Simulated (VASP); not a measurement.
Wanted: the native input for a VASP 6.6.1 run.

```
Task                   : single point
Functional             : PBE
Potentials or basis    : VASP PAW PBE potentials, release 64 (Ru_pv)
Cutoff                 : 520 eV
k mesh                 : 10 × 10 × 6
Occupations            : fermi-dirac, width 0.1 eV
Spin                   : no spin polarisation
Dipole correction      : no
Further INCAR settings : ALGO = Normal; EDIFF = 1e-07; NBANDS = 21
```

The structure of Ru lies in POSCAR:

```
Ru
1.0
    2.7266343656      0.0000000000      0.0000000000
   -1.3633171828      2.3613346274      0.0000000000
    0.0000000000      0.0000000000      4.2822192658
Ru
2
Direct
    0.3333333333      0.6666666667      0.2500000000
    0.6666666667      0.3333333333      0.7500000000
```

One way to write it, as run:

INCAR

```
SYSTEM = Ru
  ALGO = Normal
  EDIFF = 1E-7
  ENCUT = 520
  GGA = PE
  ISIF = 2
  ISMEAR = -1
  LASPH = .TRUE.
  LCHARG = .FALSE.
  LREAL = .FALSE.
  LWAVE = .FALSE.
  NBANDS = 21
  NELM = 80
  PREC = Accurate
  SIGMA = 0.1
```

KPOINTS

```
k-points
0
G
  10 10 6
  0 0 0
```

Potentials or basis: VASP PAW PBE potentials, release 64 (Ru_pv).

The run is started by

```bash
$ cat potpaw_PBE.64/Ru_pv/POTCAR > POTCAR
$ mpirun -np 1 vasp_std > vasp.out
```

It gave:

The pressure is -0.1 GPa. The band gap on the k mesh is zero (bands 14 and 15 overlap by 3.12 eV).

Run time: 35 s on 1 thread of Intel Xeon 8259CL, with other jobs on the host, peak memory 0.15 GiB.
